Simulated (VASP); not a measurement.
Wanted: the native input for a VASP 6.6.1 run.

```
Task                   : single point
Functional             : BLYP
Potentials or basis    : VASP PAW PBE potentials, release 64 (Ni)
Cutoff                 : 520 eV
k mesh                 : 15 × 15 × 15
Occupations            : fermi-dirac, width 0.05 eV
Spin                   : collinear spin, ferromagnetic start
Starting moments       : [0.539] μB
Dipole correction      : no
Further INCAR settings : ALGO = Normal; EDIFF = 1e-06; NBANDS = 15
```

The structure of Ni lies in POSCAR:

```
Ni
1.0
    2.3360611771      0.0000000000      0.0000000000
    0.0000000000      2.3360611771      0.0000000000
    0.0000000000      0.0000000000      2.3360611771
Ni
1
Direct
    0.0000000000      0.0000000000      0.0000000000
```

This cell differs from its parent crystal: volume scaled by 0.96.

One way to write it, as run:

INCAR

```
SYSTEM = Ni
  PREC = Accurate
  ENCUT = 520
  EDIFF = 1E-6
  ISMEAR = -1
  SIGMA = 0.05
  LREAL = .False.
  LASPH = .True.
  NELM = 150
  ALGO = Normal
  ISIF = 2
  LWAVE = .False.
  LCHARG = .True.
  ISPIN = 2
  MAGMOM = 0.539
  LORBIT = 11
  LMAXMIX = 4
  GGA = B5
  ALDAX = 1.0
  AGGAX = 1.0
  AGGAC = 1.0
  ALDAC = 0.0
  LELF = .True.
  LVHAR = .True.
  NBANDS = 15
```

KPOINTS

```
Automatic mesh
0
Gamma
  15 15 15
  0 0 0
```

Potentials or basis: VASP PAW PBE potentials, release 64 (Ni).

Run with:

```bash
$ cat potpaw_PBE.64/Ni/POTCAR > POTCAR
$ mpirun -np 1 vasp_std > vasp.out
```

Results of the run:

```
Pressure                                              : 5.4 GPa
Net moment                                            : 0.42 μB per cell
Site moments                                          : Ni +0.42 μB
Valence electrons inside the program's atomic spheres : Ni 9.28
```

Caveat: the PAW data sets were made with another functional, which shifts forces and pressure a little.

It took 18 s on 1 thread of Intel(R) Xeon(R) 6975P-C (Granite Rapids), on a shared host, peak memory 0.14 GiB.
